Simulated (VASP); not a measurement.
Input of a VASP 6.6.1 run:

The input INCAR:

```
ALGO = Normal
EDIFF = 1E-6
ENCUT = 520
GGA = PS
ISIF = 2
ISMEAR = -1
LASPH = True
LCHARG = False
LREAL = False
LWAVE = False
NBANDS = 8
NELM = 100
PREC = Accurate
SIGMA = 0.1
```

File KPOINTS:

```
k-points
0
Gamma
  15 15 15
```

POSCAR

```
Sb
1.0
    0.0000000000      2.2246021065      2.2246021065
    2.2246021065      0.0000000000      2.2246021065
    2.2246021065      2.2246021065      0.0000000000
Sb
1
Direct
    0.0000000000      0.0000000000      0.0000000000
```

Potentials or basis: VASP PAW PBE potentials, release 64 (Sb).

Command:

```console
$ cat potpaw_PBE.64/Sb/POTCAR > POTCAR
$ mpirun -np 1 vasp_std > vasp.out
```

(1) Predict the pressure.

## Answers

(1) 17.6 GPa.

Caveat: the PAW data sets were made with another functional, which shifts forces and pressure a little.
